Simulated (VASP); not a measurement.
# Os (Fm-3m) in VASP: a series of runs

Runs on Os. Level: PBEsol. Tasks: single point.

Everything below comes from runs of VASP 6.6.1. Logs are shortened: lines on timing, memory, paths and dates and some standing lists are left out, and cuts for length are marked.

### 1 The cell of the first run

The structure is cubic, space group Fm-3m (No. 225). The conventional cell has a = 3.684 Å, b = 3.684 Å, c = 3.684 Å, α = 90.00°, β = 90.00°, γ = 90.00°. Os (site symmetry m-3m) has 12 Os at 2.60 Å within 3.4 Å.

This isn't the form of Os at room conditions, which is hcp.

### 2 Single point, PBEsol

INCAR

```
SYSTEM = Os
PREC = Accurate ; ENCUT = 600
EDIFF = 1E-6 ; ISMEAR = -1
SIGMA = 0.1 ; LREAL = .FALSE.
LASPH = .TRUE. ; NELM = 120
ALGO = Normal ; ISIF = 2
LWAVE = .FALSE. ; LCHARG = .TRUE.
GGA = PS ; LELF = .TRUE.
LVHAR = .TRUE. ; NBANDS = 10
GGA_COMPAT = .FALSE.
```

KPOINTS

```
regular mesh
0
G
  19 19 19
  0 0 0
```

POSCAR

```
Os
1.0
    0.0000000000      1.8419362034      1.8419362034
    1.8419362034      0.0000000000      1.8419362034
    1.8419362034      1.8419362034      0.0000000000
Os
1
Direct
    0.0000000000      0.0000000000      0.0000000000
```

Potentials or basis: VASP PAW PBE potentials, release 64 (Os).

On the command line:

```console
cat potpaw_PBE.64/Os/POTCAR > POTCAR
mpirun -np 1 vasp_std > vasp.out
```

OUTCAR:

```text
SYSTEM = Os
   PREC = Accurate
   ENCUT = 600
   EDIFF = 1E-6
   ISMEAR = -1
   LREAL = .FALSE.
   LASPH = .TRUE.
   NELM = 120
   ISIF = 2
   GGA = PS

 ion  position               nearest neighbor table
   1  0.000  0.000  0.000-

  LATTYP: Found a face centered cubic cell.
 ALAT       =     3.6838724068

  Lattice vectors:

 A1 = (   0.0000000000,   1.8419362034,   1.8419362034)
 A2 = (   1.8419362034,   0.0000000000,   1.8419362034)
 A3 = (   1.8419362034,   1.8419362034,   0.0000000000)

Analysis of symmetry for initial positions (statically):
=====================================================================
 Subroutine PRICEL returns:
 Original cell was already a primitive cell.

 Routine SETGRP: Setting up the symmetry group for a
 face centered cubic supercell.

 Subroutine GETGRP returns: Found 48 space group operations
 (whereof 48 operations were pure point group operations)
 out of a pool of 48 trial point group operations.

The static configuration has the point symmetry O_h .

Analysis of symmetry for dynamics (positions and initial velocities):
=====================================================================
 Subroutine PRICEL returns:
 Original cell was already a primitive cell.

 Routine SETGRP: Setting up the symmetry group for a
 face centered cubic supercell.

 Subroutine GETGRP returns: Found 48 space group operations
 (whereof 48 operations were pure point group operations)
 out of a pool of 48 trial point group operations.

The dynamic configuration has the point symmetry O_h .

 Subroutine INISYM returns: Found 48 space group operations
 (whereof 48 operations are pure point group operations),
 and found     1 'primitive' translations

----------------------------------------------------------------------------------------

                                     Primitive cell

  volume of cell :      12.4984

  direct lattice vectors                    reciprocal lattice vectors
     0.000000000  1.841936203  1.841936203    -0.271453484  0.271453484  0.271453484
     1.841936203  0.000000000  1.841936203     0.271453484 -0.271453484  0.271453484
     1.841936203  1.841936203  0.000000000     0.271453484  0.271453484 -0.271453484

  length of vectors
     2.604891160  2.604891160  2.604891160     0.470171226  0.470171226  0.470171226

  position of ions in fractional coordinates (direct lattice)
     0.000000000  0.000000000  0.000000000

  ion indices of the primitive-cell ions
   primitive index   ion index
                 1           1

----------------------------------------------------------------------------------------

 KPOINTS: regular mesh

Automatic generation of k-mesh.
 Grid dimensions read from file:
 generate k-points for:   19   19   19

 Generating k-lattice:

  Cartesian coordinates                     Fractional coordinates (reciprocal lattice)
    -0.014287025  0.014287025  0.014287025     0.052631579  0.000000000  0.000000000
     0.014287025 -0.014287025  0.014287025     0.000000000  0.052631579  0.000000000
     0.014287025  0.014287025 -0.014287025     0.000000000  0.000000000  0.052631579

  Length of vectors
     0.024745854  0.024745854  0.024745854

  Shift w.r.t. Gamma in fractional coordinates (k-lattice)
     0.000000000  0.000000000  0.000000000

 Subroutine IBZKPT returns following result:
 ===========================================

 Found    220 irreducible k-points:

 Following reciprocal coordinates:
            Coordinates               Weight
  0.000000  0.000000  0.000000      1.000000
  0.052632  0.000000  0.000000      8.000000
  0.105263  0.000000  0.000000      8.000000
  0.157895  0.000000  0.000000      8.000000
  0.210526  0.000000  0.000000      8.000000
  0.263158  0.000000  0.000000      8.000000
[... 16 lines left out ...]
 -0.315789  0.052632  0.000000     24.000000
 -0.263158  0.052632  0.000000     24.000000
 [... further k-points ...]
   k-points           NKPTS =    220   k-points in BZ     NKDIM =    220   number of bands    NBANDS=     10
   number of dos      NEDOS =    301   number of ions     NIONS =      1
   total plane-waves  NPLWV =  13824
   dimension x,y,z NGX =    24 NGY =   24 NGZ =   24
   dimension x,y,z NGXF=    48 NGYF=   48 NGZF=   48
   ions per type =               1
   NGX,Y,Z   is equivalent  to a cutoff of  15.32, 15.32, 15.32 a.u.
   NGXF,Y,Z  is equivalent  to a cutoff of  30.63, 30.63, 30.63 a.u.
 SYSTEM =  Os
   PREC   = accura    normal or accurate (medium, high low for compatibility)
   ISTART =      0    job   : 0-new  1-cont  2-samecut
   ICHARG =      2    charge: 1-file 2-atom 10-const
   ISPIN  =      1    spin polarized calculation?
   LNONCOLLINEAR =      F non collinear calculations
   LSORBIT =      F    spin-orbit coupling
   LASPH  =      T    aspherical Exc in radial PAW
   ENCUT  =  600.0 eV  44.10 Ry    6.64 a.u.   5.20  5.20  5.20*2*pi/ulx,y,z
   NELM   =    120;   NELMIN=  2; NELMDL= -5     # of ELM steps
   EDIFF  = 0.1E-05   stopping-criterion for ELM
   LREAL  =      F    real-space projection
   EDIFFG = 0.1E-04   stopping-criterion for IOM
   NSW    =      0    number of steps for IOM
   IBRION =     -1    ionic relax: 0-MD 1-quasi-New 2-CG
   NFREE  =      0    steps in history (QN), initial steepest desc. (CG)
   ISIF   =      2    stress and relaxation
   ISYM   =      2    0-nonsym 1-usesym 2-fastsym
   POTIM  = 0.5000    time-step for ionic-motion
   TEBEG  =    0.0;   TEEND  =   0.0 temperature during run
   PSTRESS=    0.0 pullay stress
   NELECT =       8.0000    total number of electrons
   NUPDOWN=      -1.0000    fix difference up-down
   EMIN   =  10.00;   EMAX   =-10.00  energy-range for DOS
   EFERMI =   0.00;   METHOD = LEGACY
   ISMEAR =    -1;   SIGMA  =   0.10  broadening in eV -4-tet -1-fermi 0-gaus
   EFERMI_NEDOS =   21; number of points for ismear=-14 and -15
   IALGO  =     38    algorithm
   IMIX   =      4    mixing-type and parameters
     AMIX     =   0.40;   BMIX     =  1.00
     AMIX_MAG =   1.60;   BMIX_MAG =  1.00
  volume/ion in A,a.u.               =      12.50        84.34
  Fermi-wavevector in a.u.,A,eV,Ry     =   1.410870  2.666157 27.083122  1.990553
  Thomas-Fermi vector in A             =   2.532779
   LORBIT       =      0    0 simple, 1 ext, 2 COOP (PROOUT), +10 PAW based schemes
   GGA     = PS    functional components
   LHFCALC =     F    Hartree Fock is set to
   AEXX    =    0.0000 exact exchange contribution
   IVDW    =     0    specifies the selected vdW correction
   LEPSILON=     F    determine dielectric tensor
   LRPA    =     F    only Hartree local field effects (RPA)
 non-spin polarized calculation
  energy-cutoff  :      600.00
  volume of cell :       12.50
 maximum number of plane-waves:       432
 NGX is ok and might be reduce to    24
   NGX = 11   NGY = 11   NGZ = 11

 number of electron       8.0000000 magnetization

 Free energy of the ion-electron system (eV)
  ---------------------------------------------------
  ext. energy  EPLUGINS =         0.00000000
  ---------------------------------------------------
  free energy    TOTEN  =       -11.85574727 eV

  energy without entropy =      -11.83734662  energy(sigma->0) =      -11.84654695

 E-fermi :  11.0181     XC(G=0): -14.8016

 val. band max:       10.9632531975   @ k =  -0.3684   0.3684   0.0526
 cond. band min:      11.0184357454   @ k =   0.0526   0.0000   0.0000
 fundamental gap:      0.0551825478
 Fermi energy:        11.0180739023

 k-point     1 :       0.0000    0.0000    0.0000
  band No.  band energies     occupation
      1      -0.9345      2.00000
      2       7.4169      2.00000
      3       7.4169      2.00000
      4       7.4169      2.00000
      5      11.0758      0.71900
      6      11.0758      0.71900
      7      25.1229      0.00000
      8      31.6351      0.00000
      9      31.6351      0.00000
     10      31.6351      0.00000

 k-point     2 :       0.0526    0.0000    0.0000
  band No.  band energies     occupation
      1      -0.7854      2.00000
      2       7.3198      2.00000
      3       7.4874      2.00000
      4       7.4874      2.00000
      5      11.0184      0.99819
      6      11.0184      0.99819
      7      25.4113      0.00000
      8      30.8807      0.00000
      9      31.9079      0.00000
     10      31.9079      0.00000

 k-point     3 :       0.1053    0.0000    0.0000
  band No.  band energies     occupation
      1      -0.3555      2.00000
      2       7.0699      2.00000
      3       7.6745      2.00000
      4       7.6745      2.00000
      5      10.8856      1.57992
      6      10.8856      1.57992
      7      26.2045      0.00000
      8      29.4765      0.00000
      9      32.7045      0.00000
     10      32.7045      0.00000

 k-point     4 :       0.1579    0.0000    0.0000
  band No.  band energies     occupation
      1       0.2967      2.00000
      2       6.7800      2.00000
      3       7.8956      2.00000
      4       7.8956      2.00000
      5      10.7962      1.80375
      6      10.7962      1.80375
      7      27.0224      0.00000
      8      28.4198      0.00000
      9      33.9672      0.00000
     10      33.9672      0.00000

 k-point     5 :       0.2105    0.0000    0.0000
  band No.  band energies     occupation
      1       1.0512      2.00000
      2       6.6200      2.00000
      3       8.0105      2.00000
      4       8.0105      2.00000
      5      10.9269      1.42656
      6      10.9269      1.42656
      7      26.2701      0.00000
      8      29.1689      0.00000
      9      35.6169      0.00000
     10      35.6169      0.00000

 k-point     6 :       0.2632    0.0000    0.0000
  band No.  band energies     occupation
      1       1.7097      2.00000
      2       6.8084      2.00000
      3       7.9331      2.00000
      4       7.9331      2.00000
      5      11.3810      0.05172
      6      11.3810      0.05172
      7      25.1467      0.00000
      8      29.7955      0.00000
      9      37.2773      0.00000
     10      37.5295      0.00000
[... 183 lines left out ...]
 k-point    21 :      -0.4211    0.0526    0.0000
  band No.  band energies     occupation
      1       2.2916      2.00000
      2       7.1525      2.00000
      3       7.3685      2.00000
      4       9.8281      1.99999
      5      13.4331      0.00000
      6      14.3397      0.00000
      7      22.0718      0.00000
      8      25.4311      0.00000
      9      32.6130      0.00000
     10      33.5536      0.00000

 k-point    22 :      -0.3684    0.0526    0.0000
  band No.  band energies     occupation
      1       2.3280      2.00000
      2       7.3334      2.00000
      3       7.5119      2.00000
      4       8.7719      2.00000
      5      12.6910      0.00000
      6      13.7911      0.00000
      7      23.0397      0.00000
      8      26.6014      0.00000
      9      33.5576      0.00000
     10      35.1742      0.00000

 k-point    23 :      -0.3158    0.0526    0.0000
  band No.  band energies     occupation
      1       2.2826      2.00000
      2       7.5457      2.00000
      3       7.6693      2.00000
      4       7.7289      2.00000
      5      11.8430      0.00052
      6      13.0391      0.00000
      7      24.0204      0.00000
      8      28.3257      0.00000
      9      34.9382      0.00000
     10      37.3503      0.00000

 k-point    24 :      -0.2632    0.0526    0.0000
  band No.  band energies     occupation
      1       2.0059      2.00000
      2       6.8082      2.00000
      3       7.8351      2.00000
      4       7.9658      2.00000
      5      11.0561      0.81222
      6      12.2604      0.00001
      7      25.0249      0.00000
      8      29.7503      0.00000
      9      36.0340      0.00000
     10      36.3445      0.00000

 [... further k-points ...]

------------------------ aborting loop because EDIFF is reached ----------------------------------------

  FORCE on cell =-STRESS in cart. coord.  units (eV):
  Direction    XX          YY          ZZ          XY          YZ          ZX
  --------------------------------------------------------------------------------------
  -------------------------------------------------------------------------------------
  Total        4.9173690      4.9173690      4.9173690      0.0000000      0.0000000     -0.0000000
  in kB      630.3614274    630.3614274    630.3614274      0.0000000      0.0000000     -0.0000000
  external PRESSURE =     630.3614274 kB  Pullay stress =       0.0000000 kB

 VOLUME and BASIS-vectors are now :
 -----------------------------------------------------------------------------
  energy-cutoff  :      600.00
  volume of cell :       12.50
      direct lattice vectors                 reciprocal lattice vectors
     0.000000000  1.841936203  1.841936203    -0.271453484  0.271453484  0.271453484
     1.841936203  0.000000000  1.841936203     0.271453484 -0.271453484  0.271453484
     1.841936203  1.841936203  0.000000000     0.271453484  0.271453484 -0.271453484

 POSITION                                       TOTAL-FORCE (eV/Angst)
 -----------------------------------------------------------------------------------
      0.00000      0.00000      0.00000        -0.000000      0.000000      0.000000
 -----------------------------------------------------------------------------------
    total drift:                               -0.000000      0.000000     -0.000000

  FREE ENERGIE OF THE ION-ELECTRON SYSTEM (eV)
  ---------------------------------------------------
  free  energy   TOTEN  =       -11.8557472746 eV

  energy  without entropy=      -11.8373466212  energy(sigma->0) =      -11.84654695
```

Wall time 26 s (1 thread of AMD EPYC 7R13 (Zen 3), shared host); peak memory 0.14 GiB.

Results:

* Free energy: -11.8557 eV
* Pressure: 63.0 GPa
* Band gap on the k mesh: zero (bands 4 and 5 overlap by 4.61 eV)

Levels at points of the mesh, in eV from the Fermi level:
```csv
k point,band 2,band 3,band 4,band 5,band 6,band 7
"(0.00, 0.00, 0.00)",-3.60,-3.60,-3.60,0.06,0.06,14.10
```

Caveat: the cell stands under pressure; the PAW data sets were made with another functional, which shifts forces and pressure a little; spin-orbit coupling is left out, which moves the levels of the heavy elements.

### 3 Single point, PBEsol

This run uses another cell than the first one, of 12.89 Å³/atom.

INCAR

```
PREC = Accurate
ENCUT = 600
EDIFF = 1E-6
ISMEAR = -1
SIGMA = 0.1
LREAL = False
LASPH = True
NELM = 120
ALGO = Normal
ISIF = 2
LWAVE = False
LCHARG = False
GGA = PS
NBANDS = 10
GGA_COMPAT = False
```

KPOINTS

```
regular mesh
0
Gamma
  19 19 19
```

POSCAR

```
Os
1.0
    0.0000000000      1.8610856214      1.8610856214
    1.8610856214      0.0000000000      1.8610856214
    1.8610856214      1.8610856214      0.0000000000
Os
1
Direct
    0.0000000000      0.0000000000      0.0000000000
```

Potentials or basis: VASP PAW PBE potentials, release 64 (Os).

On the command line:

```console
cat potpaw_PBE.64/Os/POTCAR > POTCAR
mpirun -np 1 vasp_std > vasp.out
```

It took 28 s on 1 thread of AMD EPYC 7R13 (Zen 3), shared host; peak memory 0.14 GiB.

It converged, with:

- Free energy: -11.9844 eV
- Pressure: 42.2 GPa
- Band gap on the k mesh: zero (bands 4 and 5 overlap by 4.38 eV)

Levels at points of the mesh, in eV from the Fermi level:
```csv
k point,band 1,band 2,band 3,band 4,band 5,band 6,band 7,band 8,band 9
"(0.00, 0.00, 0.00)",-11.66,-3.44,-3.44,-3.44,0.05,0.05,14.15,20.47,20.47
```

Caveat: the cell stands under pressure; the PAW data sets were made with another functional, which shifts forces and pressure a little; spin-orbit coupling is left out, which moves the levels of the heavy elements.

(Continued in part 2 of 2.)

The gap in the log of VASP goes by the Fermi energy; the results here count the filled bands.